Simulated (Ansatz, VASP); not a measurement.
## Two plane-wave programs on SiO2

```
CELL_PARAMETERS angstrom
7.30055 0.00000 0.00000
-3.65028 6.32246 0.00000
0.00000 0.00000 7.00512
ATOMIC_POSITIONS crystal
Si 0.53386 0.76693 0.41667
Si 0.46614 0.23307 0.91667
Si 0.23307 0.46614 0.75000
Si 0.76693 0.23307 0.58333
Si 0.76693 0.53386 0.25000
Si 0.23307 0.76693 0.08333
O 0.61233 0.38767 0.08333
O 0.00000 0.68290 0.16667
O 0.77535 0.38767 0.41667
O 0.68290 0.68290 0.33333
O 0.31710 0.31710 0.83333
O 0.61233 0.22465 0.75000
O 0.22465 0.61233 0.91667
O 0.31710 0.00000 0.00000
O 0.00000 0.31710 0.66667
O 0.38767 0.77535 0.25000
O 0.38767 0.61233 0.58333
O 0.68290 0.00000 0.50000
```

Alike in both runs: task electric field gradients; functional PBE; k mesh 5 × 5 × 4; occupations fermi-dirac, width 0.02 eV; no spin polarisation.

|  | VASP | Ansatz |
| --- | --- | --- |
| version | VASP 6.6.1 | Ansatz 0.2.0 |
| potentials or method | VASP PAW PBE potentials, release 64 (Si, O) | plane-wave PAW, scalar-relativistic |
| plane-wave cutoff (eV) | 520 | 420 |
| valence electrons in the cell | 96 | 96 |

Ansatz gave:

| Property | Result |
| --- | --- |
| gap on the k mesh at the Fermi level (eV) | 5.72 |
| pressure (GPa) | 3.6 |
| rms of the force components (eV/Å) | 0.062 |
| size of Vzz on the site where it differs most (V/Å²) | 105.2 |

Task: What did VASP give for the same quantities?

Result: gap on the k mesh at the Fermi level (eV): 5.72; pressure (GPa): 3.6; rms of the force components (eV/Å): 0.058; size of Vzz on the site where it differs most (V/Å²): 96.6.

Atom by atom the forces differ by 0.006 eV/Å (rms over components).
